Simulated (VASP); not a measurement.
# LiH (P6_3/mmc) in VASP: further runs

The runs below take LiH through single point, with r2SCAN.

Everything below comes from runs of VASP 6.6.1. Logs are shortened: lines on timing, memory, paths and dates and some standing lists are left out, and cuts for length are marked.

## Step 1: The cell of the first run

Symmetry: P6_3/mmc, No. 194, hexagonal system. Conventional cell: a = 3.288 Å, b = 3.288 Å, c = 4.109 Å, α = 90.00°, β = 90.00°, γ = 120.00°. Li (site symmetry -6m2) has 5 H at 1.90 to 2.05 Å within 2.5 Å. Within 2.5 Å of H (site symmetry -6m2) lie 5 Li at 1.90 to 2.05 Å.

## Step 2: Single point, r2SCAN (volume changed by +3%)

Contents of POSCAR:

```
LiH
1.0
    3.2880678175      0.0000000000      0.0000000000
   -1.6440339087      2.8475502593      0.0000000000
    0.0000000000      0.0000000000      4.1087262615
Li H
2 2
Direct
    0.3333333333      0.6666666667     -0.0625093473
    0.6666666667      0.3333333333      0.4374906527
    0.3333333333      0.6666666667      0.4375093473
    0.6666666667      0.3333333333      0.9375093473
```

Contents of INCAR.step1:

```
SYSTEM = LiH
PREC = Accurate ; ENCUT = 520
ISMEAR = 0 ; SIGMA = 0.01
LREAL = .False. ; LASPH = .True.
NELM = 100 ; NBANDS = 12
GGA = PE ; ALGO = Normal
EDIFF = 1E-4 ; LWAVE = .True.
LCHARG = .False.
```

Contents of INCAR.step2:

```
SYSTEM = LiH
PREC = Accurate ; ENCUT = 520
EDIFF = 1E-7 ; ISMEAR = 0
SIGMA = 0.01 ; LREAL = .False.
LASPH = .True. ; NELM = 100
ALGO = Normal ; ISIF = 2
LWAVE = .False. ; LCHARG = .False.
METAGGA = R2SCAN ; LMIXTAU = .True.
NBANDS = 12 ; ISTART = 1
```

Contents of KPOINTS:

```
regular mesh
0
Gamma
  9 9 6
  0 0 0
```

Potentials or basis: VASP PAW PBE potentials, release 64 (Li_sv, H).

The run is started by

```console
> cat potpaw_PBE.64/Li_sv/POTCAR potpaw_PBE.64/H/POTCAR > POTCAR
> cp INCAR.step1 INCAR
> mpirun -np 1 vasp_std > vasp.out
> cp INCAR.step2 INCAR
> mpirun -np 1 vasp_std > vasp.out
```

OUTCAR:

```text
SYSTEM = LiH
   PREC = Accurate
   ENCUT = 520
   EDIFF = 1E-7
   ISMEAR = 0
   LREAL = .False.
   LASPH = .True.
   NELM = 100
   ISIF = 2
   METAGGA = R2SCAN
   ISTART = 1

 ion  position               nearest neighbor table
   1  0.333  0.667  0.937-
   2  0.667  0.333  0.437-
   3  0.333  0.667  0.438-
   4  0.667  0.333  0.938-

  LATTYP: Found a hexagonal cell.
 ALAT       =     3.2880678175
 C/A-ratio  =     1.2495868363

  Lattice vectors:

 A1 = (   3.2880678175,   0.0000000000,   0.0000000000)
 A2 = (  -1.6440339087,   2.8475502593,   0.0000000000)
 A3 = (   0.0000000000,   0.0000000000,   4.1087262615)

Analysis of symmetry for initial positions (statically):
=====================================================================
 Subroutine PRICEL returns:
 Original cell was already a primitive cell.

 Routine SETGRP: Setting up the symmetry group for a
 hexagonal supercell.

 Subroutine GETGRP returns: Found 12 space group operations
 (whereof  6 operations were pure point group operations)
 out of a pool of 24 trial point group operations.

The static configuration has the point symmetry C_3v.
 The point group associated with its full space group is C_6v.

Analysis of symmetry for dynamics (positions and initial velocities):
=====================================================================
 Subroutine PRICEL returns:
 Original cell was already a primitive cell.

 Routine SETGRP: Setting up the symmetry group for a
 hexagonal supercell.

 Subroutine GETGRP returns: Found 12 space group operations
 (whereof  6 operations were pure point group operations)
 out of a pool of 24 trial point group operations.

The dynamic configuration has the point symmetry C_3v.
 The point group associated with its full space group is C_6v.

 Subroutine INISYM returns: Found 12 space group operations
 (whereof  6 operations are pure point group operations),
 and found     1 'primitive' translations

----------------------------------------------------------------------------------------

                                     Primitive cell

  volume of cell :      38.4698

  direct lattice vectors                    reciprocal lattice vectors
     3.288067817  0.000000000  0.000000000     0.304129980  0.175589526  0.000000000
    -1.644033909  2.847550259  0.000000000     0.000000000  0.351179052  0.000000000
     0.000000000  0.000000000  4.108726262     0.000000000  0.000000000  0.243384430

  length of vectors
     3.288067817  3.288067817  4.108726262     0.351179052  0.351179052  0.243384430

  position of ions in fractional coordinates (direct lattice)
     0.333333333  0.666666667  0.937490653
     0.666666667  0.333333333  0.437490653
     0.333333333  0.666666667  0.437509347
     0.666666667  0.333333333  0.937509347

  ion indices of the primitive-cell ions
   primitive index   ion index
                 1           1
                 2           2
                 3           3
                 4           4

----------------------------------------------------------------------------------------

 KPOINTS: regular mesh

Automatic generation of k-mesh.
 Grid dimensions read from file:
 generate k-points for:    9    9    6

 Generating k-lattice:

  Cartesian coordinates                     Fractional coordinates (reciprocal lattice)
     0.033792220  0.019509947  0.000000000     0.111111111  0.000000000  0.000000000
     0.000000000  0.039019895  0.000000000     0.000000000  0.111111111  0.000000000
     0.000000000  0.000000000  0.040564072     0.000000000  0.000000000  0.166666667

  Length of vectors
     0.039019895  0.039019895  0.040564072

  Shift w.r.t. Gamma in fractional coordinates (k-lattice)
     0.000000000  0.000000000  0.000000000

 Subroutine IBZKPT returns following result:
 ===========================================

 Found     48 irreducible k-points:

 Following reciprocal coordinates:
            Coordinates               Weight
  0.000000  0.000000  0.000000      1.000000
  0.111111  0.000000  0.000000      6.000000
  0.222222 -0.000000  0.000000      6.000000
  0.333333  0.000000  0.000000      6.000000
  0.444444 -0.000000  0.000000      6.000000
  0.111111  0.111111  0.000000      6.000000
[... 16 lines left out ...]
  0.333333  0.222222  0.166667     24.000000
  0.333333  0.333333  0.166667      4.000000
 [... further k-points ...]
   k-points           NKPTS =     48   k-points in BZ     NKDIM =     48   number of bands    NBANDS=     12
   number of dos      NEDOS =    301   number of ions     NIONS =      4
   total plane-waves  NPLWV =  18432
   dimension x,y,z NGX =    24 NGY =   24 NGZ =   32
   dimension x,y,z NGXF=    48 NGYF=   48 NGZF=   64
   ions per type =               2   2
   NGX,Y,Z   is equivalent  to a cutoff of  12.13, 12.13, 12.95 a.u.
   NGXF,Y,Z  is equivalent  to a cutoff of  24.27, 24.27, 25.90 a.u.
 SYSTEM =  LiH
   PREC   = accura    normal or accurate (medium, high low for compatibility)
   ISTART =      1    job   : 0-new  1-cont  2-samecut
   ICHARG =      0    charge: 1-file 2-atom 10-const
   ISPIN  =      1    spin polarized calculation?
   LNONCOLLINEAR =      F non collinear calculations
   LSORBIT =      F    spin-orbit coupling
   LASPH  =      T    aspherical Exc in radial PAW
   ENCUT  =  520.0 eV  38.22 Ry    6.18 a.u.   6.11  6.11  7.64*2*pi/ulx,y,z
   NELM   =    100;   NELMIN=  2; NELMDL=  0     # of ELM steps
   EDIFF  = 0.1E-06   stopping-criterion for ELM
   LREAL  =      F    real-space projection
   EDIFFG = 0.1E-05   stopping-criterion for IOM
   NSW    =      0    number of steps for IOM
   IBRION =     -1    ionic relax: 0-MD 1-quasi-New 2-CG
   NFREE  =      0    steps in history (QN), initial steepest desc. (CG)
   ISIF   =      2    stress and relaxation
   ISYM   =      2    0-nonsym 1-usesym 2-fastsym
   POTIM  = 0.5000    time-step for ionic-motion
   TEBEG  =    0.0;   TEEND  =   0.0 temperature during run
   PSTRESS=    0.0 pullay stress
   NELECT =       8.0000    total number of electrons
   NUPDOWN=      -1.0000    fix difference up-down
   EMIN   =  10.00;   EMAX   =-10.00  energy-range for DOS
   EFERMI =   0.00;   METHOD = LEGACY
   ISMEAR =     0;   SIGMA  =   0.01  broadening in eV -4-tet -1-fermi 0-gaus
   EFERMI_NEDOS =   21; number of points for ismear=-14 and -15
[... 9 lines left out ...]
   LHFCALC =     F    Hartree Fock is set to
   AEXX    =    0.0000 exact exchange contribution
   IVDW    =     0    specifies the selected vdW correction
   LEPSILON=     F    determine dielectric tensor
   LRPA    =     F    only Hartree local field effects (RPA)
 non-spin polarized calculation
 Gauss-broadening in eV      SIGMA  =   0.01
  energy-cutoff  :      520.00
  volume of cell :       38.47
 maximum number of plane-waves:      1059
   NGX = 13   NGY = 13   NGZ = 15

 number of electron       8.0000001 magnetization

 Free energy of the ion-electron system (eV)
  ---------------------------------------------------
  ext. energy  EPLUGINS =         0.00000000
  ---------------------------------------------------
  free energy    TOTEN  =       -13.52909564 eV

  energy without entropy =      -13.52909564  energy(sigma->0) =      -13.52909564

 E-fermi :  -0.4048     XC(G=0):  -8.0754

 val. band max:       -0.5501304027   @ k =   0.0000   0.0000   0.0000
 cond. band min:       1.8003791004   @ k =   0.3333   0.3333   0.0000
 fundamental gap:      2.3505095031
 Fermi energy:        -0.4047815027

 k-point     1 :       0.0000    0.0000    0.0000
  band No.  band energies     occupation
      1     -46.6309      2.00000
      2     -46.5809      2.00000
      3      -5.7048      2.00000
      4      -0.5501      2.00000
      5       3.0809      0.00000
      6      10.9248      0.00000
      7      10.9254      0.00000
      8      11.5530      0.00000
      9      13.6329      0.00000
     10      13.6330      0.00000
     11      15.5760      0.00000
     12      18.3145      0.00000

 k-point     2 :       0.1111    0.0000    0.0000
  band No.  band energies     occupation
      1     -46.6289      2.00000
      2     -46.5814      2.00000
      3      -5.5589      2.00000
      4      -0.6284      2.00000
      5       3.3081      0.00000
      6       9.2067      0.00000
      7      10.0009      0.00000
      8      11.2703      0.00000
      9      14.9504      0.00000
     10      15.1766      0.00000
     11      15.3856      0.00000
     12      16.9357      0.00000

 k-point     3 :       0.2222   -0.0000    0.0000
  band No.  band energies     occupation
      1     -46.6232      2.00000
      2     -46.5834      2.00000
      3      -5.1257      2.00000
      4      -0.9005      2.00000
      5       3.9852      0.00000
      6       6.8570      0.00000
      7       8.7642      0.00000
      8      11.0500      0.00000
      9      14.2118      0.00000
     10      14.6882      0.00000
     11      15.9968      0.00000
     12      16.0067      0.00000

 k-point     4 :       0.3333    0.0000    0.0000
  band No.  band energies     occupation
      1     -46.6156      2.00000
      2     -46.5867      2.00000
      3      -4.4291      2.00000
      4      -1.4583      2.00000
      5       5.0888      0.00000
      6       5.2265      0.00000
      7       7.8762      0.00000
      8      10.2921      0.00000
      9      11.5043      0.00000
     10      14.9977      0.00000
     11      15.3230      0.00000
     12      16.2158      0.00000

 k-point     5 :       0.4444   -0.0000    0.0000
  band No.  band energies     occupation
      1     -46.6090      2.00000
      2     -46.5906      2.00000
      3      -3.5761      2.00000
      4      -2.2690      2.00000
      5       4.4548      0.00000
      6       6.4687      0.00000
      7       7.4240      0.00000
      8       9.2813      0.00000
      9       9.6779      0.00000
     10      14.9088      0.00000
     11      15.6085      0.00000
     12      16.2593      0.00000
[... 228 lines left out ...]
      1     -46.6057      2.00000
      2     -46.5930      2.00000
      3      -3.2004      2.00000
      4      -2.5164      2.00000
      5       3.4560      0.00000
      6       7.1030      0.00000
      7       7.1471      0.00000
      8       9.1840      0.00000
      9      11.1093      0.00000
     10      12.6455      0.00000
     11      16.1592      0.00000
     12      16.4171      0.00000

 k-point    22 :       0.2222    0.2222    0.1667
  band No.  band energies     occupation
      1     -46.6099      2.00000
      2     -46.5905      2.00000
      3      -3.9252      2.00000
      4      -1.8644      2.00000
      5       3.6757      0.00000
      6       5.7457      0.00000
      7       9.3972      0.00000
      8       9.9206      0.00000
      9      10.4082      0.00000
     10      13.2790      0.00000
     11      16.1565      0.00000
     12      16.2068      0.00000

 k-point    23 :       0.3333    0.2222    0.1667
  band No.  band energies     occupation
      1     -46.6041      2.00000
      2     -46.5942      2.00000
      3      -3.1817      2.00000
      4      -2.2843      2.00000
      5       2.6340      0.00000
      6       6.7322      0.00000
      7       8.1253      0.00000
      8       9.5408      0.00000
      9      10.6740      0.00000
     10      12.6347      0.00000
     11      15.4217      0.00000
     12      16.9551      0.00000

 k-point    24 :       0.3333    0.3333    0.1667
  band No.  band energies     occupation
      1     -46.5987      2.00000
      2     -46.5987      2.00000
      3      -2.6251      2.00000
      4      -2.6250      2.00000
      5       2.0538      0.00000
      6       7.9396      0.00000
      7       7.9397      0.00000
      8       8.0240      0.00000
      9      11.9552      0.00000
     10      11.9554      0.00000
     11      14.5496      0.00000
     12      18.7154      0.00000

 [... further k-points ...]

------------------------ aborting loop because EDIFF is reached ----------------------------------------

  FORCE on cell =-STRESS in cart. coord.  units (eV):
  Direction    XX          YY          ZZ          XY          YZ          ZX
  --------------------------------------------------------------------------------------
  -------------------------------------------------------------------------------------
  Total       -0.2420785     -0.2420785     -0.3662018     -0.0000000      0.0000000      0.0000000
  in kB      -10.0820170    -10.0820170    -15.2514696     -0.0000000      0.0000000      0.0000000
  external PRESSURE =     -11.8051678 kB  Pullay stress =       0.0000000 kB

 VOLUME and BASIS-vectors are now :
 -----------------------------------------------------------------------------
  energy-cutoff  :      520.00
  volume of cell :       38.47
      direct lattice vectors                 reciprocal lattice vectors
     3.288067817  0.000000000  0.000000000     0.304129980  0.175589526  0.000000000
    -1.644033909  2.847550259  0.000000000     0.000000000  0.351179052  0.000000000
     0.000000000  0.000000000  4.108726262     0.000000000  0.000000000  0.243384430

 POSITION                                       TOTAL-FORCE (eV/Angst)
 -----------------------------------------------------------------------------------
     -0.00000      1.89837      3.85189         0.000000      0.000000     -0.000175
      1.64403      0.94918      1.79753        -0.000000      0.000000     -0.000175
     -0.00000      1.89837      1.79761         0.000000     -0.000000      0.000175
      1.64403      0.94918      3.85197        -0.000000      0.000000      0.000175
 -----------------------------------------------------------------------------------
    total drift:                               -0.000000      0.000000     -0.000898

  FREE ENERGIE OF THE ION-ELECTRON SYSTEM (eV)
  ---------------------------------------------------
  free  energy   TOTEN  =       -13.5290956426 eV

  energy  without entropy=      -13.5290956426  energy(sigma->0) =      -13.52909564
```

Wall time 64 s (1 thread of Intel Xeon Platinum 8488C (Sapphire Rapids), shared host); peak memory 0.15 GiB.

Results:

```yaml
Free_energy: -13.5291 eV
Band_gap_on_the_k_mesh: 2.35 eV, indirect (least direct gap 3.63 eV)
```

Caveat: the cell differs from its parent crystal (volume changed by +3%); the cutoff is under 1.25 times the usual one of these potentials, so pressure, stress and relaxed cells hold a basis-set (Pulay) error; the PAW data sets were made with another functional, which shifts forces and pressure a little.

## Step 3: Single point, r2SCAN (volume changed by +6%)

Contents of POSCAR:

```
LiH
1.0
    3.3196857938      0.0000000000      0.0000000000
   -1.6598428969      2.8749322301      0.0000000000
    0.0000000000      0.0000000000      4.1482356685
Li H
2 2
Direct
    0.3333333333      0.6666666667     -0.0625093473
    0.6666666667      0.3333333333      0.4374906527
    0.3333333333      0.6666666667      0.4375093473
    0.6666666667      0.3333333333      0.9375093473
```

Contents of INCAR.step1:

```
SYSTEM = LiH
PREC = Accurate
ENCUT = 520
ISMEAR = 0
SIGMA = 0.01
LREAL = .FALSE.
LASPH = .TRUE.
NELM = 80
NBANDS = 12
GGA = PE
ALGO = Normal
EDIFF = 1E-4
LWAVE = .TRUE.
LCHARG = .FALSE.
```

Contents of INCAR.step2:

```
SYSTEM = LiH
PREC = Accurate
ENCUT = 520
EDIFF = 1E-7
ISMEAR = 0
SIGMA = 0.01
LREAL = .FALSE.
LASPH = .TRUE.
NELM = 80
ALGO = Normal
ISIF = 2
LWAVE = .FALSE.
LCHARG = .TRUE.
METAGGA = R2SCAN
LMIXTAU = .TRUE.
LELF = .TRUE.
LVHAR = .TRUE.
NBANDS = 12
ISTART = 1
```

Contents of KPOINTS:

```
Automatic mesh
0
G
  9 9 6
  0 0 0
```

Potentials or basis: VASP PAW PBE potentials, release 64 (Li_sv, H).

The run is started by

```console
> cat potpaw_PBE.64/Li_sv/POTCAR potpaw_PBE.64/H/POTCAR > POTCAR
> cp INCAR.step1 INCAR
> mpirun -np 1 vasp_std > vasp.out
> cp INCAR.step2 INCAR
> mpirun -np 1 vasp_std > vasp.out
```

It took 85 s on 1 thread of Intel Xeon Platinum 8488C (Sapphire Rapids), shared host; peak memory 0.16 GiB.

Results (log left out):

```
Free energy            : -13.5217 eV
Band gap on the k mesh : 2.40 eV, indirect (least direct gap 3.65 eV)
```

Levels at points of the mesh, in eV from the valence-band top:
```tsv
k point	band 1	band 2	band 3	band 4	band 5	band 6	band 7	band 8	band 9
(0.00, 0.00, 0.00)	-46.11	-46.06	-5.05	0.00	3.65	11.33	11.33	11.90	14.00
(0.00, 0.00, 0.50)	-46.08	-46.08	-3.55	-3.55	9.99	9.99	13.46	13.46	13.46
```

Caveat: the cell differs from its parent crystal (volume changed by +6%); the cutoff is under 1.25 times the usual one of these potentials, so pressure, stress and relaxed cells hold a basis-set (Pulay) error; the PAW data sets were made with another functional, which shifts forces and pressure a little. A k mesh can miss the band edges.

## Step 4: Single point, r2SCAN

This run uses another cell than the first one, of 9.34 Å³/atom, 0.971 times its volume.

Contents of POSCAR:

```
LiH
1.0
    3.2558297825      0.0000000000      0.0000000000
   -1.6279148912      2.8196313020      0.0000000000
    0.0000000000      0.0000000000      4.0684420372
Li H
2 2
Direct
    0.3333333333      0.6666666667     -0.0625093473
    0.6666666667      0.3333333333      0.4374906527
    0.3333333333      0.6666666667      0.4375093473
    0.6666666667      0.3333333333      0.9375093473
```

Contents of INCAR.step1:

```
SYSTEM = LiH
ALGO = Normal
EDIFF = 1E-4
ENCUT = 520
GGA = PE
ISMEAR = 0
LASPH = .TRUE.
LCHARG = .FALSE.
LREAL = .FALSE.
LWAVE = .TRUE.
NBANDS = 12
NELM = 100
PREC = Accurate
SIGMA = 0.01
```

Contents of INCAR.step2:

```
SYSTEM = LiH
ALGO = Normal
EDIFF = 1E-7
ENCUT = 520
ISIF = 2
ISMEAR = 0
ISTART = 1
LASPH = .TRUE.
LCHARG = .TRUE.
LELF = .TRUE.
LMIXTAU = .TRUE.
LREAL = .FALSE.
LVHAR = .TRUE.
LWAVE = .FALSE.
METAGGA = R2SCAN
NBANDS = 12
NELM = 100
PREC = Accurate
SIGMA = 0.01
```

Contents of KPOINTS:

```
k-points
0
G
  12 12 6
  0 0 0
```

The run is started by

```console
> cat potpaw_PBE.64/Li_sv/POTCAR potpaw_PBE.64/H/POTCAR > POTCAR
> cp INCAR.step1 INCAR
> mpirun -np 1 vasp_std > vasp.out
> cp INCAR.step2 INCAR
> mpirun -np 1 vasp_std > vasp.out
```

Run time: 71 s. Hardware: 1 thread of Intel Xeon Platinum 8488C (Sapphire Rapids), shared host; peak memory 0.16 GiB.

The run converged. Its results:

| Property | Result |
| --- | --- |
| Free energy | -13.5349 eV |
| Largest force | 0.034 eV/Å |
| Band gap on the k mesh | 2.30 eV, indirect (least direct gap 3.61 eV) |

Forces on the atoms (eV/Å):
```
Li   0.000  0.000 -0.034
Li   0.000  0.000 -0.034
H    0.000  0.000  0.034
H    0.000  0.000  0.034
```

Levels at points of the mesh, in eV from the valence-band top:
| k point | band 1 | band 2 | band 3 | band 4 | band 5 | band 6 | band 7 | band 8 |
| --- | --- | --- | --- | --- | --- | --- | --- | --- |
| (0.00, 0.00, 0.00) | -46.05 | -46.00 | -5.27 | 0.00 | 3.61 | 11.63 | 11.63 | 12.31 |
| (0.50, 0.00, 0.00) | -46.03 | -46.01 | -2.84 | -2.04 | 4.95 | 7.46 | 7.99 | 9.42 |
| (0.00, 0.00, 0.50) | -46.03 | -46.03 | -3.73 | -3.73 | 10.33 | 10.33 | 13.85 | 13.85 |
| (0.50, 0.00, 0.50) | -46.02 | -46.02 | -2.47 | -2.47 | 4.88 | 4.88 | 10.29 | 10.29 |

Caveat: the cutoff is under 1.25 times the usual one of these potentials, so pressure, stress and relaxed cells hold a basis-set (Pulay) error; the PAW data sets were made with another functional, which shifts forces and pressure a little. A k mesh can miss the band edges.

## Step 5: Overview

```csv
cell,k mesh,gap on the mesh (eV)
"a = 3.288, b = 3.288, c = 4.109 Å, angles 90.0, 90.0, 120.0°, 4 atoms",9 × 9 × 6,2.35
"a = 3.320, b = 3.320, c = 4.148 Å, angles 90.0, 90.0, 120.0°, 4 atoms",9 × 9 × 6,2.40
"a = 3.256, b = 3.256, c = 4.068 Å, angles 90.0, 90.0, 120.0°, 4 atoms",12 × 12 × 6,2.30
```

Alike in all rows: task single point; level r2SCAN; potentials or basis VASP PAW PBE potentials, release 64 (Li_sv, H); no spin polarisation; cutoff (eV) 520; smearing gaussian 0.01 eV.

Caveats: the cutoff is under 1.25 times the usual one of these potentials, so pressure, stress and relaxed cells hold a basis-set (Pulay) error; the PAW data sets were made with another functional, which shifts forces and pressure a little.

Absolute energies hang on the potentials; compare differences alone.
